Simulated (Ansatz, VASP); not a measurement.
Nb in VASP and in Ansatz

File INCAR:

```
  PREC = Accurate
  ENCUT = 520
  EDIFF = 1E-6
  ISMEAR = -1
  SIGMA = 0.1
  LREAL = F
  LASPH = T
  NELM = 100
  ALGO = Normal
  ISIF = 2
  LWAVE = F
  LCHARG = F
  GGA = CA
  NBANDS = 20
```

Contents of KPOINTS:

```
regular mesh
0
Gamma
  11 11 11
```

File POSCAR:

```
Nb
1.0
    0.0000000000      2.9891047795      2.9891047795
    2.9891047795      0.0000000000      2.9891047795
    2.9891047795      2.9891047795      0.0000000000
Nb
2
Direct
    0.1250000000      0.1250000000      0.1250000000
    0.8750000000      0.8750000000      0.8750000000
```

Input for Ansatz:

```yaml
crystal:
  lattice:
    - [0.0, 2.9891047795, 2.9891047795]
    - [2.9891047795, 0.0, 2.9891047795]
    - [2.9891047795, 2.9891047795, 0.0]
  atoms:
    - { symbol: Nb, position: [0.125, 0.125, 0.125] }
    - { symbol: Nb, position: [0.875, 0.875, 0.875] }
hamiltonian:
  xc: lda
  pseudopotentials:
    kind: paw
    azcp:
      Nb: "pseudopotentials/Nb.paw.azcp"
basis:
  ecutwfc: 420
  fft_grid_basis: typed
kpoints:
  mp_grid: { grid: [11, 11, 11], shift: [0, 0, 0] }
magnetization:
  spin_polarized: false
scf:
  occupations: { method: fermi_dirac, width: 0.1 }
  lower_state_search: "off"
output:
  stress: true
```

Alike in both runs: task single point; functional LDA; k mesh 11 × 11 × 11; occupations fermi-dirac, width 0.1 eV; no spin polarisation.

```csv
,VASP,Ansatz
version,VASP 6.6.1,Ansatz 0.2.0
potentials or method,"VASP PAW LDA potentials, release 64 (Nb_sv), cutoff 520 eV","plane waves (420 eV) with PAW, scalar-relativistic"
valence electrons in the cell,26,26
```

|  | VASP | Ansatz | Ansatz less VASP |
| --- | --- | --- | --- |
| pressure (GPa) | -7.2 | -7.2 | +0.01 |

Ansatz warns that its potentials were made for another functional, while VASP's fit it. LDA's correlation is that of Perdew and Zunger in VASP and of Perdew and Wang (1992) in Ansatz.
